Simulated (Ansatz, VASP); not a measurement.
**SiC in VASP and in Ansatz**

INCAR

```
PREC = Accurate
ENCUT = 520
EDIFF = 1E-6
ISMEAR = 0
SIGMA = 0.05
LREAL = False
LASPH = True
NELM = 80
ALGO = Normal
ISIF = 2
LWAVE = False
LCHARG = False
GGA = PE
NBANDS = 11
```

The input KPOINTS:

```
regular mesh
0
Gamma
  4 4 4
```

POSCAR

```
SiC
1.0
    0.0000000000      1.9919499511      2.5895349364
    1.9919499511      0.0000000000      2.5895349364
    1.9919499511      1.9919499511      0.0000000000
Si C
1 1
Direct
    0.0000000000      0.0000000000      0.0000000000
    0.7500000000      0.7500000000      0.7500000000
```

Input for Ansatz:

```yaml
crystal:
  lattice:
    - [0.0, 1.9919499511, 2.5895349364]
    - [1.9919499511, 0.0, 2.5895349364]
    - [1.9919499511, 1.9919499511, 0.0]
  atoms:
    - { symbol: Si, position: [0.0, 0.0, 0.0] }
    - { symbol: C, position: [0.75, 0.75, 0.75] }
basis:
  ecutwfc: 420
kpoints:
  mp_grid: { grid: [4, 4, 4] }
hamiltonian:
  xc: pbe
scf:
  occupations: { method: gaussian, width: 0.05 }
output:
  forces: true
  stress: true
  eigenvalues: true
```

Alike in both runs: task single point; functional PBE; k mesh 4 × 4 × 4; occupations gaussian, width 0.05 eV; no spin polarisation.

|  | VASP | Ansatz |
| --- | --- | --- |
| version | VASP 6.6.1 | Ansatz 0.2.0 |
| potentials or method | VASP PAW PBE potentials, release 64 (Si, C), cutoff 520 eV | scalar-relativistic, plane waves, PAW |
| valence electrons in the cell | 8 | 8 |

|  | VASP | Ansatz | Ansatz less VASP |
| --- | --- | --- | --- |
| gap on the k mesh at the Fermi level (eV) | none | none | - |
| pressure (GPa) | 1.4 | 1.5 | +0.06 |
| traceless stress, the component that is largest in VASP (GPa) | -67.58 | -67.50 | +0.089 |

A gap of «none» marks a metal or a gap that the smearing closes.

The k mesh is coarse, so the values compare programs but aren't converged.
